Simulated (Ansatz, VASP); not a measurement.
**One calculation of HfN, two programs**

File INCAR:

```
SYSTEM = HfN
PREC     = Accurate       ! precision mode
ENCUT    = 520            ! plane-wave cutoff, eV
EDIFF    = 1E-6           ! SCF threshold, eV
ISMEAR   = 0              ! smearing method
SIGMA    = 0.15           ! smearing width, eV
LREAL    = .False.        ! projectors in reciprocal space
LASPH    = .True.         ! aspherical terms in the spheres
NELM     = 100            ! most SCF steps
ALGO     = Normal         ! electronic algorithm
ISIF     = 2              ! what is computed and relaxed
LWAVE    = .False.        ! write WAVECAR
LCHARG   = .True.         ! write CHGCAR
GGA      = PE             ! functional
LELF     = .True.         ! ELF
LVHAR    = .True.       
NBANDS   = 14             ! bands
```

Contents of KPOINTS:

```
Automatic mesh
0
Gamma
  22 22 22
  0 0 0
```

File POSCAR:

```
HfN
1.0
    0.0000000000      2.2170491446      2.3875913865
    2.2170491446      0.0000000000      2.3875913865
    2.2170491446      2.2170491446      0.0000000000
Hf N
1 1
Direct
    0.0000000000      0.0000000000      0.0000000000
    0.5000000000      0.5000000000      0.5000000000
```

Input for Ansatz:

```yaml
crystal:
  lattice:
    - [0.0, 2.2170491446, 2.3875913865]
    - [2.2170491446, 0.0, 2.3875913865]
    - [2.2170491446, 2.2170491446, 0.0]
  atoms:
    - { symbol: Hf, position: [0.0, 0.0, 0.0] }
    - { symbol: "N", position: [0.5, 0.5, 0.5] }
basis:
  ecutwfc: 420
kpoints:
  mp_grid: { grid: [22, 22, 22] }
hamiltonian:
  xc: pbe
scf:
  occupations: { method: gaussian, width: 0.15 }
output:
  forces: true
  stress: true
  eigenvalues: true
```

Change from the starting cell: strain -0.025 along x and y, +0.050 along z, atoms carried along.

Alike in both runs: task single point; functional PBE; k mesh 22 × 22 × 22; occupations gaussian, width 0.15 eV; no spin polarisation.

|  | VASP | Ansatz |
| --- | --- | --- |
| version | VASP 6.6.1 | Ansatz 0.2.0 |
| potentials or method | VASP PAW PBE potentials, release 64 (Hf_pv, N), cutoff 520 eV | scalar-relativistic, plane waves, PAW |
| valence electrons in the cell | 15 | 31 |

VASP gave:

* gap on the k mesh at the Fermi level (eV): none
* pressure (GPa): 1.4
* traceless stress, the component that is largest in VASP (GPa): -20.67

Q: Estimate Ansatz's values.

A: gap on the k mesh at the Fermi level (eV): none; pressure (GPa): 3.7; traceless stress, the component that is largest in VASP (GPa): -20.97.

A gap of «none» marks a metal or a gap that the smearing closes. VASP's potentials hold 15 valence electrons a cell and Ansatz's 31, so a difference there can come from the potentials and not from the codes.

Spin-orbit coupling is off throughout.
